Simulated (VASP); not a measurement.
Here is a VASP 6.6.1 calculation.

Contents of INCAR:

```
PREC     = Accurate       # precision mode
ENCUT    = 520            # plane-wave cutoff, eV
EDIFF    = 1E-6           # SCF threshold, eV
ISMEAR   = 0              # smearing method
SIGMA    = 0.02           # smearing width, eV
LREAL    = False          # projectors in reciprocal space
LASPH    = True           # aspherical terms in the spheres
NELM     = 80             # most SCF steps
ALGO     = Normal         # electronic algorithm
ISIF     = 2              # what is computed and relaxed
LWAVE    = False          # write WAVECAR
LCHARG   = False          # write CHGCAR
GGA      = PE             # functional
NBANDS   = 26             # bands
```

The input KPOINTS:

```
Automatic mesh
0
Gamma
  12 12 4
```

Contents of POSCAR:

```
ZnS
1.0
    3.9209482742      0.0000000000      0.0000000000
   -1.9604741371      3.3956408124      0.0000000000
    0.0000000000      0.0000000000      6.2289873446
Zn S
2 2
Direct
    0.3333333333      0.6666666667     -0.0010079495
    0.6666666667      0.3333333333      0.4989920505
    0.3333333333      0.6666666667      0.3760079495
    0.6666666667      0.3333333333      0.8760079495
```

Potentials or basis: VASP PAW PBE potentials, release 64 (Zn, S).

Command:

```sh
$ cat potpaw_PBE.64/Zn/POTCAR potpaw_PBE.64/S/POTCAR > POTCAR
$ mpirun -np 1 vasp_std > vasp.out
```

(1) Estimate the pressure.

(2) Predict the band gap on the k mesh.

(3) Predict the largest force.

## Answers

(1) -1.5 GPa.

(2) 1.98 eV.

(3) 0.092 eV/Å.

Caveat: the cell differs from its parent crystal (biaxial strain in the a-b plane: +2.0 %).
